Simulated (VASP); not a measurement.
# PtS2 (P-3m1) in VASP: further runs, part 2 of 2

VASP 6.6.1. Earlier steps stand in the parts before.

## Step 3: Single point, r2SCAN+U, collinear spin, zero start

The input, POSCAR:

```
PtS2
1.0
    3.5431995400      0.0000000000      0.0000000000
   -1.7715997700      3.0685008100      0.0000000000
    0.0000000000      0.0000000000     10.0776001800
Pt S
2 4
Direct
    0.0000000000      0.0000000000      0.0000000000
    0.0000000000      0.0000000000      0.5000000000
    0.3333333333      0.6666666667      0.1250000000
    0.6666666667      0.3333333333      0.3750000000
    0.3333333333      0.6666666667      0.6250000000
    0.6666666667      0.3333333333      0.8750000000
```

The input, INCAR.step1:

```
SYSTEM = PtS2
PREC     = Accurate       ! precision mode
ENCUT    = 550            ! plane-wave cutoff, eV
ISMEAR   = 0              ! smearing method
SIGMA    = 0.05           ! smearing width, eV
LREAL    = .FALSE.        ! projectors in reciprocal space
LASPH    = .TRUE.         ! aspherical terms in the spheres
NELM     = 200            ! most SCF steps
ISPIN    = 2              ! spin polarisation
MAGMOM   = 0 0 0 0 0 0    ! initial moments
LMAXMIX  = 4              ! l up to which the mixer works
LDAU     = .TRUE.         ! DFT+U
LDAUTYPE = 2            
LDAUL    = 2 -1           ! shell
LDAUU    = 2.5 0          ! U, eV
LDAUJ    = 0 0          
NBANDS   = 35             ! bands
GGA      = PE             ! functional
ALGO     = Normal         ! electronic algorithm
EDIFF    = 1E-5           ! SCF threshold, eV
LWAVE    = .TRUE.         ! write WAVECAR
LCHARG   = .FALSE.        ! write CHGCAR
GGA_COMPAT= .FALSE.
```

The input, INCAR.step2:

```
SYSTEM = PtS2
PREC     = Accurate       ! precision mode
ENCUT    = 550            ! plane-wave cutoff, eV
EDIFF    = 1E-6           ! SCF threshold, eV
ISMEAR   = 0              ! smearing method
SIGMA    = 0.05           ! smearing width, eV
LREAL    = .FALSE.        ! projectors in reciprocal space
LASPH    = .TRUE.         ! aspherical terms in the spheres
NELM     = 200            ! most SCF steps
ALGO     = Normal         ! electronic algorithm
ISIF     = 2              ! what is computed and relaxed
LWAVE    = .FALSE.        ! write WAVECAR
LCHARG   = .FALSE.        ! write CHGCAR
ISPIN    = 2              ! spin polarisation
MAGMOM   = 0 0 0 0 0 0    ! initial moments
LORBIT   = 11             ! projections on sites
LMAXMIX  = 4              ! l up to which the mixer works
LDAU     = .TRUE.         ! DFT+U
LDAUTYPE = 2            
LDAUL    = 2 -1           ! shell
LDAUU    = 2.5 0          ! U, eV
LDAUJ    = 0 0          
LDAUPRINT= 1            
METAGGA  = R2SCAN         ! meta-GGA
LMIXTAU  = .TRUE.       
NBANDS   = 35             ! bands
ISTART   = 1            
GGA_COMPAT= .FALSE.
```

The input, KPOINTS:

```
regular mesh
0
G
  6 6 2
  0 0 0
```

Potentials or basis: VASP PAW PBE potentials, release 64 (Pt, S).

Started as:

```
$ cat potpaw_PBE.64/Pt/POTCAR potpaw_PBE.64/S/POTCAR > POTCAR
$ cp INCAR.step1 INCAR
$ mpirun -np 1 vasp_std > vasp.out
$ cp INCAR.step2 INCAR
$ mpirun -np 1 vasp_std > vasp.out
```

OUTCAR:

```text
SYSTEM = PtS2
   PREC = Accurate
   ENCUT = 550
   EDIFF = 1E-6
   ISMEAR = 0
   LREAL = .FALSE.
   LASPH = .TRUE.
   NELM = 200
   ISIF = 2
   ISPIN = 2
   LORBIT = 11
   METAGGA = R2SCAN
   ISTART = 1

 ion  position               nearest neighbor table
   1  0.000  0.000  0.000-   3 2.40   6 2.40   6 2.40   3 2.40   6 2.40   3 2.40
   2  0.000  0.000  0.500-   5 2.40   4 2.40   5 2.40   4 2.40   4 2.40   5 2.40
   3  0.333  0.667  0.125-   1 2.40   1 2.40   1 2.40
   4  0.667  0.333  0.375-   2 2.40   2 2.40   2 2.40
   5  0.333  0.667  0.625-   2 2.40   2 2.40   2 2.40
   6  0.667  0.333  0.875-   1 2.40   1 2.40   1 2.40

  LATTYP: Found a hexagonal cell.
 ALAT       =     3.5431995400
 C/A-ratio  =     2.8442090450

  Lattice vectors:

 A1 = (   3.5431995400,   0.0000000000,   0.0000000000)
 A2 = (  -1.7715997700,   3.0685008100,   0.0000000000)
 A3 = (   0.0000000000,   0.0000000000,  10.0776001800)

Analysis of symmetry for initial positions (statically):
=====================================================================
 Subroutine PRICEL returns following result:
[... 1337 lines left out ...]
  Total       -0.8903107     -0.8903107     -0.9537617     -0.0000000      0.0000000      0.0000000
  in kB      -13.0188665    -13.0188665    -13.9467002     -0.0000000      0.0000000      0.0000000
  external PRESSURE =     -13.3281444 kB  Pullay stress =       0.0000000 kB

 VOLUME and BASIS-vectors are now :
 -----------------------------------------------------------------------------
  energy-cutoff  :      550.00
  volume of cell :      109.57
      direct lattice vectors                 reciprocal lattice vectors
     3.543199540  0.000000000  0.000000000     0.282230789  0.162946022  0.000000000
    -1.771599770  3.068500810  0.000000000     0.000000000  0.325892044  0.000000000
     0.000000000  0.000000000 10.077600180     0.000000000  0.000000000  0.099229974

 POSITION                                       TOTAL-FORCE (eV/Angst)
 -----------------------------------------------------------------------------------
      0.00000      0.00000      0.00000         0.000000      0.000000      0.000000
      0.00000      0.00000      5.03880         0.000000      0.000000      0.000000
     -0.00000      2.04567      1.25970        -0.000000     -0.000000     -0.571355
      1.77160      1.02283      3.77910         0.000000      0.000000      0.571355
     -0.00000      2.04567      6.29850        -0.000000     -0.000000     -0.571355
      1.77160      1.02283      8.81790         0.000000      0.000000      0.571355
 -----------------------------------------------------------------------------------
    total drift:                               -0.000000     -0.000000      0.000000

  FREE ENERGIE OF THE ION-ELECTRON SYSTEM (eV)
  ---------------------------------------------------
  free  energy   TOTEN  =      -134.1339082547 eV

  energy  without entropy=     -134.1339082547  energy(sigma->0) =     -134.13390825

 total charge

# of ion       s       p       d       tot
------------------------------------------
    1        0.666   0.744   8.099   9.509
    2        0.666   0.744   8.099   9.509
    3        1.356   2.282   0.000   3.638
    4        1.356   2.282   0.000   3.638
    5        1.356   2.282   0.000   3.638
    6        1.356   2.282   0.000   3.638
--------------------------------------------------
tot          6.757  10.615  16.198  33.570

 magnetization (x)

# of ion       s       p       d       tot
------------------------------------------
    1        0.000  -0.000   0.000   0.000
    2        0.000  -0.000   0.000   0.000
    3       -0.000  -0.000   0.000  -0.000
    4       -0.000  -0.000   0.000  -0.000
    5       -0.000  -0.000   0.000  -0.000
    6       -0.000  -0.000   0.000  -0.000
--------------------------------------------------
tot          0.000  -0.000   0.000   0.000
```

OUTCAR.step1:

```text
SYSTEM = PtS2
   PREC = Accurate
   ENCUT = 550
   ISMEAR = 0
   LREAL = .FALSE.
   LASPH = .TRUE.
   NELM = 200
[... 1314 lines left out ...]
      1.77160      1.02283      3.77910        -0.000000     -0.000000      0.459884
     -0.00000      2.04567      6.29850        -0.000000      0.000000     -0.459884
      1.77160      1.02283      8.81790         0.000000      0.000000      0.459884
 -----------------------------------------------------------------------------------
    total drift:                               -0.000000     -0.000000      0.000000

  FREE ENERGIE OF THE ION-ELECTRON SYSTEM (eV)
  ---------------------------------------------------
  free  energy   TOTEN  =       -27.2352231274 eV

  energy  without entropy=      -27.2352231274  energy(sigma->0) =      -27.23522313
```

OSZICAR.step1:

```text
N       E                     dE             d eps       ncg     rms          rms(c)
DAV:   1     0.256588460344E+03    0.25659E+03   -0.21283E+04  1960   0.119E+03
DAV:   2    -0.130249367012E+02   -0.26961E+03   -0.25573E+03  2306   0.244E+02
DAV:   3    -0.284944268146E+02   -0.15469E+02   -0.15208E+02  2400   0.558E+01
DAV:   4    -0.287338761282E+02   -0.23945E+00   -0.23901E+00  2378   0.788E+00
DAV:   5    -0.287386358152E+02   -0.47597E-02   -0.47580E-02  2374   0.110E+00    0.271E+01
DAV:   6    -0.274152053518E+02    0.13234E+01   -0.68548E+00  2062   0.207E+01    0.158E+01
DAV:   7    -0.272855328267E+02    0.12967E+00   -0.17016E+00  2035   0.102E+01    0.624E+00
DAV:   8    -0.272327574113E+02    0.52775E-01   -0.12927E-01  2337   0.316E+00    0.130E+00
DAV:   9    -0.272349698151E+02   -0.22124E-02   -0.46889E-02  2180   0.138E+00    0.500E-01
DAV:  10    -0.272351774185E+02   -0.20760E-03   -0.59740E-03  2364   0.487E-01    0.268E-01
DAV:  11    -0.272352286367E+02   -0.51218E-04   -0.17227E-04  2411   0.928E-02    0.107E-01
DAV:  12    -0.272352231274E+02    0.55093E-05   -0.19820E-05  1829   0.296E-02
   1 F= -.27235223E+02 E0= -.27235223E+02  d E =-.428901E-11  mag=    -0.0000
```

Run time: 14 min. Hardware: 1 thread of Oxide Virtual Turin-like, shared host; peak memory 0.33 GiB.

What came out:

- Free energy: -134.1339 eV
- Pressure: -1.3 GPa
- Largest force: 0.571 eV/Å
- Band gap on the k mesh: 0.61 eV
- Net moment: 0.00 μB per cell
- Valence electrons inside the program's atomic spheres: Pt 9.51; S 3.64

Forces on the atoms (eV/Å):
```
Pt   0.000  0.000  0.000
Pt   0.000  0.000  0.000
S    0.000  0.000 -0.571
S    0.000  0.000  0.571
S    0.000  0.000 -0.571
S    0.000  0.000  0.571
```

Eigenvalues of the final occupation matrices:
```csv
site,spin,trace,eigenvalues
site 1 d,1,4.08,0.66 0.66 0.92 0.92 0.92
site 1 d,2,4.08,0.66 0.66 0.92 0.92 0.92
site 2 d,1,4.08,0.66 0.66 0.92 0.92 0.92
site 2 d,2,4.08,0.66 0.66 0.92 0.92 0.92
```

Caveat: the PAW data sets were made with another functional, which shifts forces and pressure a little; spin-orbit coupling is left out, which moves the levels of the heavy elements. A k mesh can miss the band edges.

## Step 4: Single point, r2SCAN+U, collinear spin, zero start

POSCAR is that of step 3.

The input, INCAR.step1:

```
PREC = Accurate
ENCUT = 550
ISMEAR = 0
SIGMA = 0.05
LREAL = F
LASPH = T
NELM = 200
ISPIN = 2
MAGMOM = 0 0 0 0 0 0
LMAXMIX = 4
LDAU = T
LDAUTYPE = 2
LDAUL = 2 -1
LDAUU = 2.5 0
LDAUJ = 0 0
NBANDS = 35
GGA = PE
ALGO = Normal
EDIFF = 1E-5
LWAVE = T
LCHARG = F
GGA_COMPAT = F
```

The input, INCAR.step2:

```
PREC = Accurate
ENCUT = 550
EDIFF = 1E-6
ISMEAR = 0
SIGMA = 0.05
LREAL = F
LASPH = T
NELM = 200
ALGO = Normal
ISIF = 2
LWAVE = F
LCHARG = F
ISPIN = 2
MAGMOM = 0 0 0 0 0 0
LORBIT = 11
LMAXMIX = 4
LDAU = T
LDAUTYPE = 2
LDAUL = 2 -1
LDAUU = 2.5 0
LDAUJ = 0 0
LDAUPRINT = 1
METAGGA = R2SCAN
LMIXTAU = T
NBANDS = 35
ISTART = 1
GGA_COMPAT = F
```

The input, KPOINTS:

```
Automatic mesh
0
Gamma
  6 6 2
```

Potentials or basis: VASP PAW PBE potentials, release 64 (Pt, S).

Started as:

```
$ cat potpaw_PBE.64/Pt/POTCAR potpaw_PBE.64/S/POTCAR > POTCAR
$ cp INCAR.step1 INCAR
$ mpirun -np 1 vasp_std > vasp.out
$ cp INCAR.step2 INCAR
$ mpirun -np 1 vasp_std > vasp.out
```

OUTCAR:

```text
PREC = Accurate
   ENCUT = 550
   EDIFF = 1E-6
   ISMEAR = 0
   LREAL = F
   LASPH = T
   NELM = 200
   ISIF = 2
   ISPIN = 2
   LORBIT = 11
   METAGGA = R2SCAN
   ISTART = 1

 ion  position               nearest neighbor table
   1  0.000  0.000  0.000-   3 2.40   6 2.40   6 2.40   3 2.40   6 2.40   3 2.40
   2  0.000  0.000  0.500-   5 2.40   4 2.40   5 2.40   4 2.40   4 2.40   5 2.40
   3  0.333  0.667  0.125-   1 2.40   1 2.40   1 2.40
   4  0.667  0.333  0.375-   2 2.40   2 2.40   2 2.40
   5  0.333  0.667  0.625-   2 2.40   2 2.40   2 2.40
   6  0.667  0.333  0.875-   1 2.40   1 2.40   1 2.40

  LATTYP: Found a hexagonal cell.
 ALAT       =     3.5431995400
 C/A-ratio  =     2.8442090450

  Lattice vectors:

 A1 = (   3.5431995400,   0.0000000000,   0.0000000000)
 A2 = (  -1.7715997700,   3.0685008100,   0.0000000000)
 A3 = (   0.0000000000,   0.0000000000,  10.0776001800)

Analysis of symmetry for initial positions (statically):
=====================================================================
 Subroutine PRICEL returns following result:

  LATTYP: Found a hexagonal cell.
 ALAT       =     3.5431995400
 C/A-ratio  =     1.4221045225
[... 12 lines left out ...]
 Subroutine GETGRP returns: Found 12 space group operations
 (whereof 12 operations were pure point group operations)
 out of a pool of 24 trial point group operations.

The static configuration has the point symmetry D_3d.

Analysis of symmetry for dynamics (positions and initial velocities):
=====================================================================
 Subroutine PRICEL returns following result:

  LATTYP: Found a hexagonal cell.
 ALAT       =     3.5431995400
 C/A-ratio  =     1.4221045225
[... 12 lines left out ...]
 Subroutine GETGRP returns: Found 12 space group operations
 (whereof 12 operations were pure point group operations)
 out of a pool of 24 trial point group operations.

The dynamic configuration has the point symmetry D_3d.

Analysis of structural, dynamic, and magnetic symmetry:
=====================================================================
 Subroutine PRICEL returns following result:

  LATTYP: Found a hexagonal cell.
 ALAT       =     3.5431995400
 C/A-ratio  =     1.4221045225
[... 12 lines left out ...]
 Subroutine GETGRP returns: Found 12 space group operations
 (whereof 12 operations were pure point group operations)
 out of a pool of 24 trial point group operations.

The overall configuration has the point symmetry D_3d.

 Subroutine INISYM returns: Found 12 space group operations
 (whereof 12 operations are pure point group operations),
 and found     2 'primitive' translations

----------------------------------------------------------------------------------------

                                     Primitive cell
[... 176 lines left out ...]
  0.0000 -0.0000  0.9192 -0.0000 -0.0000
  0.1238 -0.0000 -0.0000  0.7485  0.0000
 -0.0000  0.1238 -0.0000  0.0000  0.8300

 occupancies and eigenvectors

  o =  0.6590  v =  0.0000  0.0000  0.0000  0.0000  0.0000  0.0000  0.8103 -0.0000  0.0000 -0.5861      0.0000  0.0000  0.0000  0.0000  0.0000  0.0000  0.0000  0.0000  0.0000  0.0000
  o =  0.6590  v =  0.0000  0.0000  0.0000  0.0000  0.0000  0.5861  0.0000 -0.0000 -0.8103  0.0000      0.0000  0.0000  0.0000  0.0000  0.0000  0.0000  0.0000  0.0000  0.0000  0.0000
  o =  0.6590  v =  0.0000  0.8103 -0.0000  0.0000 -0.5861  0.0000  0.0000  0.0000  0.0000  0.0000      0.0000  0.0000  0.0000  0.0000  0.0000  0.0000  0.0000  0.0000  0.0000  0.0000
  o =  0.6590  v =  0.5861  0.0000 -0.0000 -0.8103  0.0000  0.0000  0.0000  0.0000  0.0000  0.0000      0.0000  0.0000  0.0000  0.0000  0.0000  0.0000  0.0000  0.0000  0.0000  0.0000
  o =  0.9192  v =  0.0000  0.0000  1.0000 -0.0000  0.0000  0.0000  0.0000  0.0000  0.0000  0.0000      0.0000  0.0000  0.0000  0.0000  0.0000  0.0000  0.0000  0.0000  0.0000  0.0000
  o =  0.9192  v =  0.0000  0.0000  0.0000  0.0000  0.0000  0.0000  0.0000  1.0000 -0.0000  0.0000      0.0000  0.0000  0.0000  0.0000  0.0000  0.0000  0.0000  0.0000  0.0000  0.0000
  o =  0.9196  v =  0.0000  0.5861 -0.0000  0.0000  0.8103  0.0000  0.0000  0.0000  0.0000  0.0000      0.0000  0.0000  0.0000  0.0000  0.0000  0.0000  0.0000  0.0000  0.0000  0.0000
  o =  0.9196  v = -0.8103  0.0000 -0.0000 -0.5861  0.0000  0.0000  0.0000  0.0000  0.0000  0.0000      0.0000  0.0000  0.0000  0.0000  0.0000  0.0000  0.0000  0.0000  0.0000  0.0000
  o =  0.9196  v =  0.0000  0.0000  0.0000  0.0000  0.0000  0.0000  0.5861 -0.0000  0.0000  0.8103      0.0000  0.0000  0.0000  0.0000  0.0000  0.0000  0.0000  0.0000  0.0000  0.0000
  o =  0.9196  v =  0.0000  0.0000  0.0000  0.0000  0.0000 -0.8103  0.0000 -0.0000 -0.5861  0.0000      0.0000  0.0000  0.0000  0.0000  0.0000  0.0000  0.0000  0.0000  0.0000  0.0000

 number of electron      44.0000000 magnetization       0.0000000

 Free energy of the ion-electron system (eV)
  ---------------------------------------------------
  ext. energy  EPLUGINS =         0.00000000
  ---------------------------------------------------
  free energy    TOTEN  =      -134.13390825 eV

  energy without entropy =     -134.13390825  energy(sigma->0) =     -134.13390825

 E-fermi :   6.8361     XC(G=0): -11.3707

 val. band max:        6.6306935374   @ k =   0.0000   0.0000   0.0000
 cond. band min:       7.2363787506   @ k =   0.3333   0.3333   0.0000
 fundamental gap:      0.6056852132
 Fermi energy:         6.8361023009

 spin component 1

 k-point     1 :       0.0000    0.0000    0.0000
  band No.  band energies     occupation
      1      -9.2648      1.00000
      2      -8.7465      1.00000
      3      -7.3858      1.00000
      4      -6.3604      1.00000
      5      -0.9596      1.00000
      6      -0.2694      1.00000
[... 507 lines left out ...]
     33      15.7395      0.00000
     34      15.7395      0.00000
 Fermi energy:         6.8361023009

 spin component 2

 k-point     1 :       0.0000    0.0000    0.0000
  band No.  band energies     occupation
      1      -9.2648      1.00000
      2      -8.7465      1.00000
      3      -7.3858      1.00000
      4      -6.3604      1.00000
      5      -0.9596      1.00000
      6      -0.2694      1.00000
[... 507 lines left out ...]
     33      15.7395      0.00000
     34      15.7395      0.00000
 [bands above 34 left out]

------------------------ aborting loop because EDIFF is reached ----------------------------------------

  FORCE on cell =-STRESS in cart. coord.  units (eV):
  Direction    XX          YY          ZZ          XY          YZ          ZX
  --------------------------------------------------------------------------------------
  -------------------------------------------------------------------------------------
  Total       -0.8903107     -0.8903107     -0.9537617     -0.0000000      0.0000000      0.0000000
  in kB      -13.0188665    -13.0188665    -13.9467002     -0.0000000      0.0000000      0.0000000
  external PRESSURE =     -13.3281444 kB  Pullay stress =       0.0000000 kB

 VOLUME and BASIS-vectors are now :
 -----------------------------------------------------------------------------
  energy-cutoff  :      550.00
  volume of cell :      109.57
      direct lattice vectors                 reciprocal lattice vectors
     3.543199540  0.000000000  0.000000000     0.282230789  0.162946022  0.000000000
    -1.771599770  3.068500810  0.000000000     0.000000000  0.325892044  0.000000000
     0.000000000  0.000000000 10.077600180     0.000000000  0.000000000  0.099229974

 POSITION                                       TOTAL-FORCE (eV/Angst)
 -----------------------------------------------------------------------------------
      0.00000      0.00000      0.00000         0.000000      0.000000      0.000000
      0.00000      0.00000      5.03880         0.000000      0.000000      0.000000
     -0.00000      2.04567      1.25970        -0.000000     -0.000000     -0.571355
      1.77160      1.02283      3.77910         0.000000      0.000000      0.571355
     -0.00000      2.04567      6.29850        -0.000000     -0.000000     -0.571355
      1.77160      1.02283      8.81790         0.000000      0.000000      0.571355
 -----------------------------------------------------------------------------------
    total drift:                               -0.000000     -0.000000      0.000000

  FREE ENERGIE OF THE ION-ELECTRON SYSTEM (eV)
  ---------------------------------------------------
  free  energy   TOTEN  =      -134.1339082547 eV

  energy  without entropy=     -134.1339082547  energy(sigma->0) =     -134.13390825

 total charge

# of ion       s       p       d       tot
------------------------------------------
    1        0.666   0.744   8.099   9.509
    2        0.666   0.744   8.099   9.509
    3        1.356   2.282   0.000   3.638
    4        1.356   2.282   0.000   3.638
    5        1.356   2.282   0.000   3.638
    6        1.356   2.282   0.000   3.638
--------------------------------------------------
tot          6.757  10.615  16.198  33.570

 magnetization (x)

# of ion       s       p       d       tot
------------------------------------------
    1        0.000  -0.000   0.000   0.000
    2        0.000  -0.000   0.000   0.000
    3       -0.000  -0.000   0.000  -0.000
    4       -0.000  -0.000   0.000  -0.000
    5       -0.000  -0.000   0.000  -0.000
    6       -0.000  -0.000   0.000  -0.000
--------------------------------------------------
tot          0.000  -0.000   0.000   0.000
```

Wall time 13 min (1 thread of Oxide Virtual Turin-like, shared host); peak memory 0.32 GiB.

What came out:

```
Free energy                                           : -134.1339 eV
Pressure                                              : -1.3 GPa
Largest force                                         : 0.571 eV/Å
Band gap on the k mesh                                : 0.61 eV
Net moment                                            : 0.00 μB per cell
Valence electrons inside the program's atomic spheres : Pt 9.51; S 3.64
```

Forces in eV/Å, atoms in the order of the input:
```
Pt   0.000  0.000  0.000
Pt   0.000  0.000  0.000
S    0.000  0.000 -0.571
S    0.000  0.000  0.571
S    0.000  0.000 -0.571
S    0.000  0.000  0.571
```

Eigenvalues of the final occupation matrices:
```tsv
site	spin	trace	eigenvalues
site 1 d	1	4.08	0.66 0.66 0.92 0.92 0.92
site 1 d	2	4.08	0.66 0.66 0.92 0.92 0.92
site 2 d	1	4.08	0.66 0.66 0.92 0.92 0.92
site 2 d	2	4.08	0.66 0.66 0.92 0.92 0.92
```

Caveat: the PAW data sets were made with another functional, which shifts forces and pressure a little; spin-orbit coupling is left out, which moves the levels of the heavy elements.
